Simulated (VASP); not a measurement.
Runs of VASP 6.6.1 on Re. The structure is that of space group R-3m (No. 166), or close to it. The cells are those of the table. 

```tsv
task	cell	gap on the mesh (eV)	pressure (GPa)	largest force (eV/Å)
single point	a = 6.756 Å, angles 23.6°, 3 atoms	none	1.4	0.02
single point	a = 6.977 Å, angles 23.2°, 3 atoms	none	-19.9	0.01
electric field gradients	a = 6.887 Å, angles 23.2°, 3 atoms	none	-6.6	0.02
single point	a = 6.909 Å, angles 23.2°, 3 atoms	none	-10.3	0.02
electric field gradients	a = 6.756 Å, angles 23.6°, 3 atoms	none	1.4	0.02
single point	a = 6.746 Å, angles 23.2°, 3 atoms	none	(b)	0.05
single point	a = 6.952 Å, angles 23.0°, 3 atoms	none	(a)	0.05
single point	a = 6.840 Å, angles 23.2°, 3 atoms	none	1.2	0.04
```

Alike in all rows: level PBEsol; potentials or basis VASP PAW PBE potentials, release 64 (Re); no spin polarisation; k mesh 15 × 15 × 15; cutoff (eV) 520; smearing fermi-dirac 0.05 eV.

Problem. Estimate the missing entries.

Solution. (a) -10.2; (b) 19.8.

Caveats: the PAW data sets were made with another functional, which shifts forces and pressure a little; spin-orbit coupling is left out, which moves the levels of the heavy elements; the cell stands under tension (at least some runs); the stress differs along the axes, from -1 to 7 GPa (at least some runs); the cell stands under pressure (at least some runs); the stress differs along the axes, from -14 to -9 GPa (at least some runs).

A k mesh can miss the band edges, and the runs leave out spin-orbit coupling on Re.

A gap of «none» marks levels without a gap at the run's occupations.
